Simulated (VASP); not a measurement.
Wanted: the native input for a VASP 6.6.1 run.

- Task: single point
- Functional: PBEsol
- Potentials or basis: VASP PAW PBE potentials, release 64 (Mo_sv)
- Cutoff: 520 eV
- k mesh: 9 × 9 × 14
- Occupations: fermi-dirac, width 0.1 eV
- Spin: no spin polarisation
- Dipole correction: no
- Further INCAR settings: ALGO = Normal; EDIFF = 1e-07; NBANDS = 28

The structure of Mo lies in POSCAR:

```
Mo
1.0
    4.7983217947      0.0000000000      0.0000000000
   -2.3991608973      4.1554685697      0.0000000000
    0.0000000000      0.0000000000      2.6334780324
Mo
3
Direct
    0.0000000000      0.0000000000      0.0000000000
    0.3333333333      0.6666666667      0.5000000000
    0.6666666667      0.3333333333      0.5000000000
```

This isn't the form of Mo at room conditions, which is bcc.

The input as run:

INCAR

```
SYSTEM = Mo
PREC     = Accurate       ! precision mode
ENCUT    = 520            ! plane-wave cutoff, eV
EDIFF    = 1E-7           ! SCF threshold, eV
ISMEAR   = -1             ! smearing method
SIGMA    = 0.1            ! smearing width, eV
LREAL    = .FALSE.        ! projectors in reciprocal space
LASPH    = .TRUE.         ! aspherical terms in the spheres
NELM     = 100            ! most SCF steps
ALGO     = Normal         ! electronic algorithm
ISIF     = 2              ! what is computed and relaxed
LWAVE    = .FALSE.        ! write WAVECAR
LCHARG   = .TRUE.         ! write CHGCAR
GGA      = PS             ! functional
LELF     = .TRUE.         ! ELF
LVHAR    = .TRUE.       
NBANDS   = 28             ! bands
```

KPOINTS

```
regular mesh
0
G
  9 9 14
  0 0 0
```

Potentials or basis: VASP PAW PBE potentials, release 64 (Mo_sv).

Launch:

```console
$ cat potpaw_PBE.64/Mo_sv/POTCAR > POTCAR
$ mpirun -np 1 vasp_std > vasp.out
```

It gave:

The pressure is -22.5 GPa and the band gap on the k mesh is zero (bands 21 and 22 overlap by 1.21 eV).

Caveat: the cell stands under tension; the PAW data sets were made with another functional, which shifts forces and pressure a little.

It took 120 s on 1 thread of Intel Xeon 8259CL, with other jobs on the host, peak memory 0.24 GiB.
